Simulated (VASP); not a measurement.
Runs of VASP 6.6.1 on ZrC (lda). The structure is that of space group Fm-3m (No. 225), or close to it. The cells are those of the table. 

| task | cell | k mesh | gap on the mesh (eV) | pressure (GPa) | relaxed volume (Å³/atom) |
| --- | --- | --- | --- | --- | --- |
| relaxation of cell and atoms | relaxed from a = 3.282 Å, angles 60.0°, 2 atoms | 16 × 16 × 16 | none | 0.0 | 12.53 |
| relaxation of cell and atoms | relaxed from a = 3.324 Å, angles 60.0°, 2 atoms | 8 × 8 × 8 | none | -0.2 | 12.54 |
| single point | a = 3.282 Å, angles 60.0°, 2 atoms | 8 × 8 × 8 | none | 0.4 | - |
| single point | a = 3.324 Å, angles 60.0°, 2 atoms | 6 × 6 × 6 | none | (a) | - |
| single point | a = 3.282 Å, angles 60.0°, 2 atoms | 16 × 16 × 16 | none | 0.4 | - |

Alike in all rows: level LDA; potentials or basis VASP PAW LDA potentials, release 64 (Zr_sv, C); no spin polarisation; cutoff (eV) 600; smearing gaussian 0.1 eV.

Task: Fill in the values left out.

Result: (a) -8.1.

Caveats: some runs use coarse meshes.

A k mesh can miss the band edges, and the runs leave out spin-orbit coupling on Zr.

A gap of «none» marks levels without a gap at the run's occupations.
